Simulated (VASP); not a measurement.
A run of VASP 6.6.1:

Contents of INCAR:

```
SYSTEM = Mn
ALGO = Normal ; EDIFF = 1E-7
ENCUT = 520 ; GGA = PS
ISIF = 2 ; ISMEAR = 0
LASPH = .True. ; LCHARG = .False.
LREAL = .False. ; LWAVE = .False.
NBANDS = 20 ; NELM = 80
PREC = Accurate ; SIGMA = 0.1
```

The input KPOINTS:

```
k-points
0
Gamma
  21 21 10
  0 0 0
```

The input POSCAR:

```
Mn
1.0
    2.4514628600      0.0000000000      0.0000000000
   -1.2257314300      2.1230291132      0.0000000000
    0.0000000000      0.0000000000      3.9653255092
Mn
2
Direct
    0.6666666667      0.3333333333      0.7500000000
    0.3333333333      0.6666666667      0.2500000000
```

Potentials or basis: VASP PAW PBE potentials, release 64 (Mn_pv).

Command:

```bash
$ cat potpaw_PBE.64/Mn_pv/POTCAR > POTCAR
$ mpirun -np 1 vasp_std > vasp.out
```

Hardware: 1 thread of Intel Xeon 6975P-C, on a shared host.

Estimate the wall time of this run.

It took 84 s on 1 thread of Intel Xeon 6975P-C (shared host), peak memory 0.2 GiB. Counts: scf iterations 15, k points 288.
